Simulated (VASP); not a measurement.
A run of VASP 6.6.1 is set up as follows.

POSCAR

```
SnH2
1.0
    0.0000000000      2.6442434342      2.6442434342
    2.6442434342      0.0000000000      2.6442434342
    2.6442434342      2.6442434342      0.0000000000
Sn H
1 2
Direct
    0.0000000000      0.0000000000      0.0000000000
    0.2500000000      0.2500000000      0.2500000000
    0.7500000000      0.7500000000      0.7500000000
```

File INCAR.step1:

```
SYSTEM = SnH2
PREC = Accurate ; ENCUT = 520
ISMEAR = -1 ; SIGMA = 0.03
LREAL = .False. ; LASPH = .True.
NELM = 60 ; NBANDS = 15
GGA = PE ; ALGO = Normal
EDIFF = 1E-4 ; LWAVE = .True.
LCHARG = .False.
```

The input INCAR.step2:

```
SYSTEM = SnH2
PREC = Accurate ; ENCUT = 520
EDIFF = 1E-6 ; ISMEAR = -1
SIGMA = 0.03 ; LREAL = .False.
LASPH = .True. ; NELM = 60
ALGO = Normal ; ISIF = 2
LWAVE = .False. ; LCHARG = .False.
METAGGA = R2SCAN ; LMIXTAU = .True.
LUSE_VDW = .True. ; IVDW_NL = 2
BPARAM = 11.95 ; CPARAM = 0.0093
NBANDS = 15 ; ISTART = 1
```

KPOINTS

```
Automatic mesh
0
Gamma
  8 8 8
  0 0 0
```

Potentials or basis: VASP PAW PBE potentials, release 64 (Sn_d, H).

Launch:

```console
$ cat potpaw_PBE.64/Sn_d/POTCAR potpaw_PBE.64/H/POTCAR > POTCAR
$ cp INCAR.step1 INCAR
$ mpirun -np 1 vasp_std > vasp.out
$ cp INCAR.step2 INCAR
$ mpirun -np 1 vasp_std > vasp.out
```

(1) Predict the pressure.

(2) Estimate the band gap on the k mesh.

Results:

(1) 0.0 GPa.

(2) zero (bands 8 and 9 overlap by 5.80 eV).

Caveat: the structure was generated, so it needn't be the stable form of SnH2; the PAW data sets were made with another functional, which shifts forces and pressure a little; spin-orbit coupling is left out, which moves the levels of the heavy elements.
